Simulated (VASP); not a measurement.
Here is a VASP 6.6.1 calculation.

File INCAR:

```
PREC = Accurate
ENCUT = 520
EDIFF = 1E-6
ISMEAR = -1
SIGMA = 0.05
LREAL = F
LASPH = T
NELM = 100
ALGO = Normal
ISIF = 2
LWAVE = F
LCHARG = F
GGA = CA
NBANDS = 18
```

The input KPOINTS:

```
Automatic mesh
0
Gamma
  8 8 6
```

The input POSCAR:

```
As
1.0
    1.8370864449     -5.5364249026      0.0000000000
    1.8370864449      5.5364249026      0.0000000000
    0.0000000000      0.0000000000      4.4996035117
As
4
Direct
    0.3900000000      0.6100000000      0.5600000000
    0.8900000000      0.1100000000      0.9400000000
    0.6100000000      0.3900000000      0.4400000000
    0.1100000000      0.8900000000      0.0600000000
```

Potentials or basis: VASP PAW LDA potentials, release 64 (As).

The run is started by

```bash
$ cat potpaw_LDA.64/As/POTCAR > POTCAR
$ mpirun -np 1 vasp_std > vasp.out
```

Q: Estimate the pressure.

A: -2.8 GPa.

Q: What does it give for the largest force?

A: 0.253 eV/Å.

Stress tensor (GPa, compression positive):
```
-2.11  0.00  0.00
 0.00 -2.59  0.00
 0.00  0.00 -3.62
```
